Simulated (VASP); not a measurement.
# CsLiCr2Te2S3 (P3m1) in VASP: a series of runs

CsLiCr2Te2S3 is run at these levels: PBE+D3(BJ), LDA; tasks: single point.

All numbers are computed with VASP 6.6.1; they aren't measurements. Logs are shortened: lines on timing, memory, paths and dates and some standing lists are left out, and cuts for length are marked.

**1. The cell of the first run**

The structure is trigonal, space group P3m1 (No. 156). Conventional cell: a = 3.569 Å, b = 3.569 Å, c = 17.942 Å, α = 90.00°, β = 90.00°, γ = 120.00°. Cs (site symmetry 3m) has 3 S at 3.34 Å and 6 Cs at 3.57 Å and 3 Te at 3.72 Å and 3 Cr at 4.39 Å within 4.4 Å. Li (site symmetry 3m) has 6 S at 2.54 to 2.67 Å and 6 Cr at 3.46 to 3.58 Å and 6 Li at 3.57 Å within 3.6 Å. Cr (site symmetry 3m) has 3 S at 2.40 Å and 3 Te at 2.76 Å within 3.2 Å. Cr (site symmetry 3m) has 6 S at 2.41 to 2.43 Å within 3.2 Å. Te (site symmetry 3m) has 9 Te at 3.57 to 4.01 Å and 3 Cs at 3.72 Å within 4.7 Å. Within 3.7 Å of Te (site symmetry 3m) lie 3 Cr at 2.76 Å and 6 Te at 3.57 Å and 3 S at 3.69 Å. Within 3.3 Å of S (site symmetry 3m) lie 3 Cr at 2.43 Å and 3 Li at 2.54 Å and 3 S at 3.27 Å. S (site symmetry 3m) has 3 Cr at 2.40 Å and 3 Li at 2.67 Å within 3.2 Å.

**2. Single point, PBE+D3(BJ), collinear spin, ferromagnetic start**

INCAR reads:

```
SYSTEM = CsLiCr2Te2S3
ALGO = Normal ; EDIFF = 1E-6
ENCUT = 520 ; GGA = PE
ISIF = 2 ; ISMEAR = -1
ISPIN = 2 ; IVDW = 12
LASPH = .True. ; LCHARG = .False.
LMAXMIX = 4 ; LORBIT = 11
LREAL = .False. ; LWAVE = .False.
MAGMOM = 0 0 3 3 0 0 0 0 0 ; NBANDS = 47
NELM = 150 ; PREC = Accurate
SIGMA = 0.05
```

KPOINTS reads:

```
k-points
0
Gamma
  6 6 1
  0 0 0
```

POSCAR reads:

```
CsLiCr2Te2S3
1.0
    3.5694752855      0.0000000000      0.0000000000
   -1.7847376428      3.0912562754      0.0000000000
    0.0000000000      0.0000000000     17.9421593325
Cs Li Cr Te S
1 1 2 2 3
Direct
    0.0000000000      0.0000000000      0.3870420877
    0.6666666667      0.3333333333      0.0162023794
    0.0000000000      0.0000000000      0.8533745612
    0.3333333333      0.6666666667      0.1710601515
    0.3333333333      0.6666666667      0.5596592820
    0.6666666667      0.3333333333      0.7513695047
    0.0000000000      0.0000000000      0.0988969480
    0.3333333333      0.6666666667      0.9219378216
    0.6666666667      0.3333333333      0.2404672639
```

Potentials or basis: VASP PAW PBE potentials, release 64 (Cs_sv, Li_sv, Cr_pv, Te, S).

Launch:

```sh
cat potpaw_PBE.64/Cs_sv/POTCAR potpaw_PBE.64/Li_sv/POTCAR potpaw_PBE.64/Cr_pv/POTCAR potpaw_PBE.64/Te/POTCAR potpaw_PBE.64/S/POTCAR > POTCAR
mpirun -np 1 vasp_std > vasp.out
```

OUTCAR:

```text
SYSTEM = CsLiCr2Te2S3
   EDIFF = 1E-6
   ENCUT = 520
   GGA = PE
   ISIF = 2
   ISMEAR = -1
   ISPIN = 2
   IVDW = 12
   LASPH = .True.
   LORBIT = 11
   LREAL = .False.
   NELM = 150
   PREC = Accurate
 IVDW          = 12

 ion  position               nearest neighbor table
   1  0.000  0.000  0.387-
   2  0.667  0.333  0.016-   7 2.54   7 2.54   7 2.54   8 2.67   8 2.67   8 2.67
   3  0.000  0.000  0.853-   8 2.40   8 2.40   8 2.40   6 2.76   6 2.76   6 2.76
   4  0.333  0.667  0.171-   9 2.41   9 2.41   9 2.41   7 2.43   7 2.43   7 2.43
   5  0.333  0.667  0.560-
   6  0.667  0.333  0.751-   3 2.76   3 2.76   3 2.76
   7  0.000  0.000  0.099-   4 2.43   4 2.43   4 2.43   2 2.54   2 2.54   2 2.54
   8  0.333  0.667  0.922-   3 2.40   3 2.40   3 2.40   2 2.67   2 2.67   2 2.67
   9  0.667  0.333  0.240-   4 2.41   4 2.41   4 2.41

  LATTYP: Found a hexagonal cell.
 ALAT       =     3.5694752855
 C/A-ratio  =     5.0265537362

  Lattice vectors:

 A1 = (   3.5694752855,   0.0000000000,   0.0000000000)
 A2 = (  -1.7847376428,   3.0912562754,   0.0000000000)
 A3 = (   0.0000000000,   0.0000000000,  17.9421593325)

Analysis of symmetry for initial positions (statically):
=====================================================================
 Subroutine PRICEL returns:
 Original cell was already a primitive cell.

 Routine SETGRP: Setting up the symmetry group for a
 hexagonal supercell.

 Subroutine GETGRP returns: Found  6 space group operations
 (whereof  6 operations were pure point group operations)
 out of a pool of 24 trial point group operations.

The static configuration has the point symmetry C_3v.

Analysis of symmetry for dynamics (positions and initial velocities):
=====================================================================
 Subroutine PRICEL returns:
 Original cell was already a primitive cell.

 Routine SETGRP: Setting up the symmetry group for a
 hexagonal supercell.

 Subroutine GETGRP returns: Found  6 space group operations
 (whereof  6 operations were pure point group operations)
 out of a pool of 24 trial point group operations.

The dynamic configuration has the point symmetry C_3v.

Analysis of structural, dynamic, and magnetic symmetry:
[... 144 lines left out ...]

 number of electron      65.9999998 magnetization       5.8238774

 Free energy of the ion-electron system (eV)
  ---------------------------------------------------
  ext. energy  EPLUGINS =         0.00000000
  ---------------------------------------------------
  free energy    TOTEN  =       -46.11651553 eV

  energy without entropy =      -46.09019290  energy(sigma->0) =      -46.10335421

 E-fermi :   5.9544     XC(G=0):  -9.8513

 val. band max:        5.9065012420   @ k =   0.1667   0.1667   0.0000
 cond. band min:       5.9889513938   @ k =   0.1667   0.0000   0.0000
 fundamental gap:      0.0824501518
 Fermi energy:         5.9544318851

 spin component 1

 k-point     1 :       0.0000    0.0000    0.0000
  band No.  band energies     occupation
      1     -40.4651      1.00000
      2     -38.8325      1.00000
      3     -38.8056      1.00000
      4     -38.8056      1.00000
      5     -38.2562      1.00000
      6     -38.2440      1.00000
[... 325 lines left out ...]
     44      10.1199      0.00000
     45      10.5471      0.00000
 Fermi energy:         5.9544318851

 spin component 2

 k-point     1 :       0.0000    0.0000    0.0000
  band No.  band energies     occupation
      1     -40.4668      1.00000
      2     -35.8883      1.00000
      3     -35.8791      1.00000
      4     -35.8791      1.00000
      5     -35.4519      1.00000
      6     -35.3580      1.00000
[... 325 lines left out ...]
     44      10.4124      0.00000
     45      10.5834      0.00000
 [bands above 45 left out]

------------------------ aborting loop because EDIFF is reached ----------------------------------------

 Edisp (eV)   -3.43127

 E8    (eV) :    -1.5042

  FORCE on cell =-STRESS in cart. coord.  units (eV):
  Direction    XX          YY          ZZ          XY          YZ          ZX
  --------------------------------------------------------------------------------------
  -------------------------------------------------------------------------------------
  Total       0.02574     0.02574     0.04092    -0.00000     0.00000     0.00000
  in kB       0.20828     0.20828     0.33118    -0.00000     0.00000     0.00000
  external pressure =        0.25 kB  Pullay stress =        0.00 kB

 VOLUME and BASIS-vectors are now :
 -----------------------------------------------------------------------------
  energy-cutoff  :      520.00
  volume of cell :      197.98
      direct lattice vectors                 reciprocal lattice vectors
     3.569475285  0.000000000  0.000000000     0.280153221  0.161746538  0.000000000
    -1.784737643  3.091256275  0.000000000     0.000000000  0.323493076  0.000000000
     0.000000000  0.000000000 17.942159333     0.000000000  0.000000000  0.055734652

 POSITION                                       TOTAL-FORCE (eV/Angst)
 -----------------------------------------------------------------------------------
      0.00000      0.00000      6.94437         0.000000     -0.000000      0.004085
      1.78474      1.03042      0.29071         0.000000     -0.000000      0.003455
      0.00000      0.00000     15.31138        -0.000000     -0.000000     -0.002497
     -0.00000      2.06084      3.06919         0.000000      0.000000     -0.003055
     -0.00000      2.06084     10.04150        -0.000000     -0.000000      0.016227
      1.78474      1.03042     13.48119        -0.000000     -0.000000     -0.002702
      0.00000      0.00000      1.77442        -0.000000     -0.000000     -0.005273
     -0.00000      2.06084     16.54156        -0.000000      0.000000      0.008772
      1.78474      1.03042      4.31450        -0.000000      0.000000     -0.019012
 -----------------------------------------------------------------------------------
    total drift:                               -0.000002      0.000001     -0.000714

  FREE ENERGIE OF THE ION-ELECTRON SYSTEM (eV)
  ---------------------------------------------------
  free  energy   TOTEN  =       -49.5477806749 eV

  energy  without entropy=      -49.5214580423  energy(sigma->0) =      -49.53461936

 total charge

# of ion       s       p       d       tot
------------------------------------------
    1        1.841   4.690   0.091   6.622
    2        2.010   0.040   0.000   2.050
    3        0.269   6.247   4.110  10.626
    4        0.275   6.273   4.062  10.610
    5        1.418   1.819   0.020   3.257
    6        1.401   1.924   0.039   3.364
    7        1.323   2.448   0.000   3.772
    8        1.325   2.422   0.000   3.748
    9        1.328   2.431   0.000   3.759
--------------------------------------------------
tot         11.190  28.295   8.322  47.807

 magnetization (x)

# of ion       s       p       d       tot
------------------------------------------
    1        0.000  -0.001   0.001   0.000
    2        0.000  -0.001   0.000  -0.001
    3        0.038   0.031   2.776   2.845
    4        0.042   0.040   2.833   2.914
    5        0.003   0.031   0.001   0.035
    6       -0.003  -0.140   0.002  -0.141
    7       -0.003  -0.047   0.000  -0.050
    8       -0.005  -0.069   0.000  -0.074
    9       -0.004  -0.064   0.000  -0.068
--------------------------------------------------
tot          0.069  -0.221   5.612   5.460
```

OSZICAR:

```text
N       E                     dE             d eps       ncg     rms          rms(c)
DAV:   1     0.584347572638E+03    0.58435E+03   -0.31164E+04  1420   0.132E+03
DAV:   2     0.107865821645E+02   -0.57356E+03   -0.54460E+03  1471   0.330E+02
[... 18 lines left out ...]
DAV:  21    -0.461164673257E+02   -0.20344E-03   -0.17681E-04  1640   0.458E-02    0.419E-02
DAV:  22    -0.461165043741E+02   -0.37048E-04   -0.47451E-05  1729   0.311E-02    0.425E-02
DAV:  23    -0.461165111510E+02   -0.67769E-05   -0.19031E-05  1601   0.160E-02    0.285E-02
DAV:  24    -0.461165142772E+02   -0.31262E-05   -0.80577E-06  1512   0.109E-02    0.156E-02
DAV:  25    -0.461165154424E+02   -0.11652E-05   -0.12575E-06  1062   0.559E-03    0.114E-02
DAV:  26    -0.461165155313E+02   -0.88824E-07   -0.37674E-07   917   0.294E-03
   1 F= -.49547781E+02 E0= -.49534619E+02  d E =-.263226E-01  mag=     5.8242
```

stdout:

```text
POSCAR found type information on POSCAR CsLiCrTeS
 POSCAR found :  5 types and       9 ions
 scaLAPACK will be used
 LDA part: xc-table for (Slater+PW92), standard interpolation
 POSCAR, INCAR and KPOINTS ok, starting setup
 FFT: planning ... GRIDC
 FFT: planning ... GRID_SOFT
 FFT: planning ... GRID
 WAVECAR not read
 entering main loop
```

It took 3.8 min on 1 thread of Intel Xeon Platinum 8488C (Sapphire Rapids), shared host; peak memory 0.47 GiB.

Results:

```
Free energy                                           : -49.5478 eV
Largest force                                         : 0.019 eV/Å
Net moment                                            : 5.82 μB per cell
Site moments                                          : Cs +0.00; Li -0.00; Cr +2.85, +2.91; Te +0.04, -0.14; S -0.05, -0.07 (each value once) μB
Valence electrons inside the program's atomic spheres : Cs 6.62; Li 2.05; Cr 10.63, 10.61; Te 3.26, 3.36; S 3.77, 3.75, 3.76
Dispersion energy per atom                            : -0.381 eV
```

Forces in eV/Å, atoms in the order of the input:
```
Cs   0.000  0.000  0.004
Li   0.000  0.000  0.003
Cr   0.000  0.000 -0.002
Cr   0.000  0.000 -0.003
Te   0.000  0.000  0.016
Te   0.000  0.000 -0.003
S    0.000  0.000 -0.005
S    0.000  0.000  0.009
S    0.000  0.000 -0.019
```

Caveat: the cutoff is under 1.25 times the usual one of these potentials, so pressure, stress and relaxed cells hold a basis-set (Pulay) error; spin-orbit coupling is left out, which moves the levels of the heavy elements; the run started ferromagnetic, and an antiferromagnetic order may lie lower in energy. With open d or f shells a metallic result of PBE can be an artefact of self-interaction; +U or a hybrid may open a gap.

**3. Single point, LDA, collinear spin, ferromagnetic start**

This run uses another cell than the first one, of 20.86 Å³/atom.

INCAR reads:

```
SYSTEM = CsLiCr2Te2S3
ALGO = Normal
EDIFF = 1E-6
ENCUT = 520
GGA = CA
ISIF = 2
ISMEAR = -1
ISPIN = 2
LASPH = .True.
LCHARG = .False.
LMAXMIX = 4
LORBIT = 11
LREAL = .False.
LWAVE = .False.
MAGMOM = 0 0 3 3 0 0 0 0 0
NBANDS = 47
NELM = 150
PREC = Accurate
SIGMA = 0.05
```

KPOINTS is that of step 2.

POSCAR reads:

```
CsLiCr2Te2S3
1.0
    3.4938932529      0.0000000000      0.0000000000
   -1.7469466265      3.0258003152      0.0000000000
    0.0000000000      0.0000000000     17.7602289623
Cs Li Cr Te S
1 1 2 2 3
Direct
    0.0000000000      0.0000000000      0.3831029582
    0.6666666667      0.3333333333      0.0125494022
    0.0000000000      0.0000000000      0.8580119663
    0.3333333333      0.6666666667      0.1703453355
    0.3333333333      0.6666666667      0.5575367904
    0.6666666667      0.3333333333      0.7590391360
    0.0000000000      0.0000000000      0.0982162096
    0.3333333333      0.6666666667      0.9220072533
    0.6666666667      0.3333333333      0.2392009485
```

Potentials or basis: VASP PAW LDA potentials, release 64 (Cs_sv, Li_sv, Cr_pv, Te, S).

Launch:

```sh
cat potpaw_LDA.64/Cs_sv/POTCAR potpaw_LDA.64/Li_sv/POTCAR potpaw_LDA.64/Cr_pv/POTCAR potpaw_LDA.64/Te/POTCAR potpaw_LDA.64/S/POTCAR > POTCAR
mpirun -np 1 vasp_std > vasp.out
```

OUTCAR:

```text
SYSTEM = CsLiCr2Te2S3
   EDIFF = 1E-6
   ENCUT = 520
   GGA = CA
   ISIF = 2
   ISMEAR = -1
   ISPIN = 2
   LASPH = .True.
   LORBIT = 11
   LREAL = .False.
   NELM = 150
   PREC = Accurate

 ion  position               nearest neighbor table
   1  0.000  0.000  0.383-
   2  0.667  0.333  0.013-   7 2.53   7 2.53   7 2.53   8 2.58   8 2.58   8 2.58
   3  0.000  0.000  0.858-   8 2.32   8 2.32   8 2.32   6 2.68   6 2.68   6 2.68
   4  0.333  0.667  0.170-   9 2.36   9 2.36   9 2.36   7 2.39   7 2.39   7 2.39
   5  0.333  0.667  0.558-
   6  0.667  0.333  0.759-   3 2.68   3 2.68   3 2.68
   7  0.000  0.000  0.098-   4 2.39   4 2.39   4 2.39   2 2.53   2 2.53   2 2.53
   8  0.333  0.667  0.922-   3 2.32   3 2.32   3 2.32   2 2.58   2 2.58   2 2.58
   9  0.667  0.333  0.239-   4 2.36   4 2.36   4 2.36

  LATTYP: Found a hexagonal cell.
 ALAT       =     3.4938932529
 C/A-ratio  =     5.0832202580

  Lattice vectors:

 A1 = (   3.4938932529,   0.0000000000,   0.0000000000)
 A2 = (  -1.7469466265,   3.0258003152,   0.0000000000)
 A3 = (   0.0000000000,   0.0000000000,  17.7602289623)

Analysis of symmetry for initial positions (statically):
=====================================================================
 Subroutine PRICEL returns:
 Original cell was already a primitive cell.

 Routine SETGRP: Setting up the symmetry group for a
 hexagonal supercell.

 Subroutine GETGRP returns: Found  6 space group operations
 (whereof  6 operations were pure point group operations)
 out of a pool of 24 trial point group operations.

The static configuration has the point symmetry C_3v.

Analysis of symmetry for dynamics (positions and initial velocities):
[... 511 lines left out ...]
     44      10.1020      0.00000
     45      10.4897      0.00000
 Fermi energy:         6.2960555668

 spin component 2

 k-point     1 :       0.0000    0.0000    0.0000
  band No.  band energies     occupation
      1     -38.9824      1.00000
      2     -35.1118      1.00000
      3     -35.1044      1.00000
      4     -35.0665      1.00000
      5     -35.0665      1.00000
      6     -35.0280      1.00000
[... 325 lines left out ...]
     44      10.7392      0.00000
     45      11.1650      0.00000
 [bands above 45 left out]

------------------------ aborting loop because EDIFF is reached ----------------------------------------

  FORCE on cell =-STRESS in cart. coord.  units (eV):
  Direction    XX          YY          ZZ          XY          YZ          ZX
  --------------------------------------------------------------------------------------
  -------------------------------------------------------------------------------------
  Total       -0.0779163     -0.0779163      0.0656021      0.0000000      0.0000000      0.0000000
  in kB       -0.6648753     -0.6648753      0.5597961      0.0000000      0.0000000      0.0000000
  external PRESSURE =      -0.2566515 kB  Pullay stress =       0.0000000 kB

 VOLUME and BASIS-vectors are now :
 -----------------------------------------------------------------------------
  energy-cutoff  :      520.00
  volume of cell :      187.76
      direct lattice vectors                 reciprocal lattice vectors
     3.493893253  0.000000000  0.000000000     0.286213667  0.165245538  0.000000000
    -1.746946626  3.025800315  0.000000000     0.000000000  0.330491075  0.000000000
     0.000000000  0.000000000 17.760228962     0.000000000  0.000000000  0.056305580

 POSITION                                       TOTAL-FORCE (eV/Angst)
 -----------------------------------------------------------------------------------
      0.00000      0.00000      6.80400         0.000000     -0.000000     -0.004174
      1.74695      1.00860      0.22288        -0.000000      0.000000      0.007148
      0.00000      0.00000     15.23849         0.000000      0.000000      0.033364
     -0.00000      2.01720      3.02537        -0.000000      0.000000     -0.000750
     -0.00000      2.01720      9.90198         0.000000     -0.000000      0.031328
      1.74695      1.00860     13.48071        -0.000000     -0.000000     -0.012142
      0.00000      0.00000      1.74434         0.000000     -0.000000      0.001389
     -0.00000      2.01720     16.37506        -0.000000     -0.000000     -0.021723
      1.74695      1.00860      4.24826         0.000000     -0.000000     -0.034439
 -----------------------------------------------------------------------------------
    total drift:                               -0.000000     -0.000000     -0.000857

  FREE ENERGIE OF THE ION-ELECTRON SYSTEM (eV)
  ---------------------------------------------------
  free  energy   TOTEN  =       -51.4573346139 eV

  energy  without entropy=      -51.4331320216  energy(sigma->0) =      -51.44523332

 total charge

# of ion       s       p       d       tot
------------------------------------------
    1        1.833   4.663   0.114   6.609
    2        2.011   0.060   0.000   2.071
    3        0.294   6.295   4.237  10.826
    4        0.291   6.306   4.154  10.751
    5        1.424   1.824   0.024   3.272
    6        1.405   1.955   0.050   3.410
    7        1.322   2.443   0.000   3.765
    8        1.324   2.433   0.000   3.757
    9        1.327   2.431   0.000   3.758
--------------------------------------------------
tot         11.231  28.409   8.579  48.218

 magnetization (x)

# of ion       s       p       d       tot
------------------------------------------
    1        0.001  -0.000  -0.003  -0.002
    2        0.001  -0.001   0.000  -0.000
    3        0.033   0.024   2.431   2.487
    4        0.037   0.034   2.691   2.762
    5        0.001   0.010   0.000   0.011
    6       -0.001  -0.109   0.002  -0.107
    7       -0.002  -0.018   0.000  -0.020
    8       -0.004  -0.037   0.000  -0.041
    9       -0.003  -0.034   0.000  -0.037
--------------------------------------------------
tot          0.063  -0.132   5.122   5.053
```

It took 4.1 min on 1 thread of AMD EPYC 7R13 (Zen 3), shared host; peak memory 0.32 GiB.

What came out:

- Free energy: -51.4573 eV
- Largest force: 0.034 eV/Å
- Net moment: 5.43 μB per cell
- Site moments: Cs -0.00; Li -0.00; Cr +2.49, +2.76; Te +0.01, -0.11; S -0.02, -0.04 (each value once) μB
- Valence electrons inside the program's atomic spheres: Cs 6.61; Li 2.07; Cr 10.83, 10.75; Te 3.27, 3.41; S 3.77, 3.76 (each value once)

Forces on the atoms (eV/Å):
```
Cs   0.000  0.000 -0.004
Li   0.000  0.000  0.007
Cr   0.000  0.000  0.033
Cr   0.000  0.000 -0.001
Te   0.000  0.000  0.031
Te   0.000  0.000 -0.012
S    0.000  0.000  0.001
S    0.000  0.000 -0.022
S    0.000  0.000 -0.034
```

Caveat: the cutoff is under 1.25 times the usual one of these potentials, so pressure, stress and relaxed cells hold a basis-set (Pulay) error; spin-orbit coupling is left out, which moves the levels of the heavy elements; the run started ferromagnetic, and an antiferromagnetic order may lie lower in energy.
